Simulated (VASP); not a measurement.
BIr3Pd:

```
CELL_PARAMETERS angstrom
4.01363 0.00000 0.00000
-2.00681 3.47590 0.00000
0.00000 0.00000 5.14004
ATOMIC_POSITIONS crystal
B 0.00000 0.00000 0.50000
Pd 0.00000 0.00000 0.00000
Ir 0.50000 0.00000 0.50000
Ir 0.00000 0.50000 0.50000
Ir 0.50000 0.50000 0.50000
```

* Program: VASP 6.6.1
* Task: relaxation of cell and atoms
* Functional: PBE
* Potentials or basis: VASP PAW PBE potentials, release 64 (B, Pd, Ir)
* Cutoff: 600 eV
* k mesh: 6 × 6 × 4
* Occupations: gaussian, width 0.1 eV
* Spin: no spin polarisation

At the start: pressure 198.2 GPa; volume 14.34 Å³/atom.

**Question.** How do energy, volume and symmetry change on relaxing?

**Answer.** Over 18 steps the energy falls by 4726.9 meV/atom and the volume is 17.33 Å³/atom (+20.8 %); space group P6/mmm (No. 191, to 0.05 Å).

Step by step:
| step | energy change (eV) | largest force (eV/Å) | pressure (GPa) | volume (Å³) |
| --- | --- | --- | --- | --- |
| 1 | 0.0000 | 0.0000 | 198.21 | 71.71 |
| 2 | 27.1646 | 0.0000 | -38.49 | 365.28 |
| 3 | 71.7108 | 0.0000 | -16.01 | 171.56 |
| 4 | -9.7889 | 0.0000 | -14.78 | 153.49 |
| 5 | -17.9989 | 0.0000 | -22.89 | 131.85 |
| 6 | -21.4405 | 0.0000 | 9.35 | 99.60 |
| 7 | -21.8424 | 0.0000 | -11.94 | 110.77 |
| 8 | -22.0372 | 0.0000 | -6.25 | 106.70 |
| 9 | -22.2177 | 0.0000 | -5.27 | 105.91 |
| 10 | -22.2151 | 0.0000 | -3.96 | 105.16 |
| 11 | -22.9317 | 0.0000 | -3.25 | 97.47 |
| 12 | -22.3036 | 0.0000 | 26.56 | 74.12 |
| 13 | -23.4466 | 0.0000 | -0.60 | 90.65 |
| 14 | -23.5507 | 0.0000 | 7.30 | 82.64 |
| 15 | -23.6066 | 0.0000 | 3.18 | 85.96 |
| 16 | -23.6088 | 0.0000 | 3.75 | 85.43 |
| 17 | -23.4817 | 0.0000 | -8.18 | 89.65 |
| 18 | -23.6344 | 0.0000 | -0.13 | 86.63 |

Final structure:
```yaml
crystal:
  lattice:
    - [4.93994, 0.00000, 0.00000]
    - [-2.46997, 4.27812, 0.00000]
    - [0.00000, 0.00000, 4.09906]
  atoms:
    - { symbol: B, position: [0.00000, 0.00000, 0.50000] }
    - { symbol: Pd, position: [0.00000, 0.00000, 0.00000] }
    - { symbol: Ir, position: [0.50000, 0.00000, 0.50000] }
    - { symbol: Ir, position: [0.00000, 0.50000, 0.50000] }
    - { symbol: Ir, position: [0.50000, 0.50000, 0.50000] }
```

Caveat: the volume moved by over 15 % at a fixed basis, so the end points are rough.
